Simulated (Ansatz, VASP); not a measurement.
# SrO in VASP and in Ansatz

The input INCAR:

```
  ALGO = Normal
  EDIFF = 1E-6
  ENCUT = 520
  GGA = PE
  ISIF = 2
  ISMEAR = -1
  LASPH = T
  LCHARG = F
  LREAL = F
  LWAVE = F
  NBANDS = 15
  NELM = 100
  PREC = Accurate
  SIGMA = 0.02
```

KPOINTS

```
k-points
0
Gamma
  8 8 8
```

File POSCAR:

```
SrO
1.0
    3.1028650695      0.0000000000      0.0000000000
    0.0000000000      3.1028650695      0.0000000000
    0.0000000000      0.0000000000      3.2620420476
Sr O
1 1
Direct
    0.0000000000      0.0000000000      0.0000000000
    0.5000000000      0.5000000000      0.5000000000
```

Input for Ansatz:

```yaml
crystal:
  lattice:
    - [3.1028650695, 0.0, 0.0]
    - [0.0, 3.1028650695, 0.0]
    - [0.0, 0.0, 3.2620420476]
  atoms:
    - { symbol: Sr, position: [0.0, 0.0, 0.0] }
    - { symbol: O, position: [0.5, 0.5, 0.5] }
kpoints:
  mp_grid: { grid: [8, 8, 8] }
  band_path:
    path: [[0.0, 0.0, 0.0], [0.0, 0.5, 0.0], [0.5, 0.5, 0.0], [0.5, 0.5, 0.5]]
    npoints: 1
hamiltonian:
  xc: pbe
scf:
  occupations: { method: fermi_dirac, width: 0.02 }
  n_extra_bands: 4
output:
  forces: true
  stress: true
  eigenvalues: true
  write_density: true
  write_potential: true
  elf: true
  volumetric_format: npy
```

Change from the starting cell: uniaxial_z strain +5.1%.

Alike in both runs: task single point; functional PBE; k mesh 8 × 8 × 8; occupations fermi-dirac, width 0.02 eV; no spin polarisation.

|  | VASP | Ansatz |
| --- | --- | --- |
| version | VASP 6.6.1 | Ansatz 0.2.0 |
| potentials or method | VASP PAW PBE potentials, release 64 (Sr_sv, O) | plane waves, PAW |
| plane-wave cutoff (eV) | 520 | 420 |
| valence electrons in the cell | 16 | 16 |

Ansatz gave:

| Item | Value |
| --- | --- |
| gap on the k mesh at the Fermi level (eV) | 2.62 |
| pressure (GPa) | -1.7 |
| traceless stress, the component that is largest in VASP (GPa) | -9.55 |

**Question.** Estimate VASP's values.

**Answer.** gap on the k mesh at the Fermi level (eV): 2.57; pressure (GPa): -1.1; traceless stress, the component that is largest in VASP (GPa): -9.59.
